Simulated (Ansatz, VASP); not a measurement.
Sb in VASP and in Ansatz

Contents of INCAR:

```
PREC = Accurate
ENCUT = 520
EDIFF = 1E-8
ISMEAR = -1
SIGMA = 0.05
LREAL = F
LASPH = T
NELM = 60
ALGO = Normal
ISIF = 2
LWAVE = F
LCHARG = F
GGA = PS
LEFG = T
NBANDS = 12
```

Contents of KPOINTS:

```
Automatic mesh
0
Gamma
  12 12 7
```

Contents of POSCAR:

```
Sb
1.0
    3.3690001795      0.0505350027      0.0505350027
   -1.6407354937      2.8923722395      0.0184970948
    0.0799500000      0.0799500000      5.3300000000
Sb
2
Direct
    0.3333333333      0.6666666667      0.2500000000
    0.6666666667      0.3333333333      0.7500000000
```

Input for Ansatz:

```yaml
crystal:
  lattice:
    - [3.3690001795, 0.0505350027, 0.0505350027]
    - [-1.6407354937, 2.8923722395, 0.0184970948]
    - [0.07995, 0.07995, 5.33]
  atoms:
    - { symbol: Sb, position: [0.3333333333, 0.6666666667, 0.25] }
    - { symbol: Sb, position: [0.6666666667, 0.3333333333, 0.75] }
kpoints:
  mp_grid: { grid: [12, 12, 7] }
scf:
  occupations: { method: fermi_dirac, width: 0.05 }
hamiltonian:
  xc: pbesol
  pseudopotentials: { kind: all_electron, datasets: crystal }
output:
  forces: true
  stress: true
  eigenvalues: true
  efg: { contact_densities: true }
```

Change from the starting cell: equal xy, yz and zx shear strains of +3 %, crystal datasets.

Alike in both runs: task electric field gradients; functional PBEsol; k mesh 12 × 12 × 7; occupations fermi-dirac, width 0.05 eV; no spin polarisation.

```csv
,VASP,Ansatz
version,VASP 6.6.1,Ansatz 0.2.0
potentials or method,"VASP PAW PBE potentials, release 64 (Sb), cutoff 520 eV","all-electron PAW with datasets made for the crystal, scalar-relativistic"
```

VASP gave:

```
pressure (GPa)                                                : -0.1
traceless stress, the component that is largest in VASP (GPa) : -0.57
rms of the force components (eV/Å)                            : 0.017
size of Vzz on the site where it differs most (V/Å²)          : 20.6
```

Question: Which values does Ansatz return?

Answer: Pressure (GPa): -0.1; traceless stress, the component that is largest in VASP (GPa): -0.57; rms of the force components (eV/Å): 0.017; size of Vzz on the site where it differs most (V/Å²): 22.4.

VASP's potentials were made for PBE, not for PBEsol. Atom by atom the forces differ by 0.000 eV/Å (rms over components). Ansatz ran all-electron here, and VASP with PAW potentials.

Neither program's run includes spin-orbit coupling.
